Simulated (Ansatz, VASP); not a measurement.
# Two plane-wave programs on ScAl3

```
Sc Al
1.0
     4.23415    0.00000    0.00000
     0.00000    4.23415    0.00000
     0.00000    0.00000    4.07130
Sc Al
1 3
Direct
  0.00000 0.00000 0.00000
  0.50000 0.00000 0.50000
  0.00000 0.50000 0.50000
  0.50000 0.50000 0.00000
```

Change from the starting cell: strain +0.040 along x and y, +0.000 along z, atoms carried along.

Alike in both runs: task single point; functional PBEsol; k mesh 12 × 12 × 12; occupations gaussian, width 0.15 eV; no spin polarisation.

```csv
,VASP,Ansatz
version,VASP 6.6.1,Ansatz 0.2.0
potentials or method,"VASP PAW PBE potentials, release 64 (Sc_sv, Al), cutoff 520 eV","scalar-relativistic, plane waves, PAW"
valence electrons in the cell,20,20
```

```tsv
	VASP	Ansatz	Ansatz less VASP
gap on the k mesh at the Fermi level (eV)	none	none	-
pressure (GPa)	-5.9	-6.0	-0.09
traceless stress, the component that is largest in VASP (GPa)	3.07	3.06	-0.007
```

VASP's potentials were made for PBE, not for PBEsol. A gap of «none» marks a metal or a gap that the smearing closes.
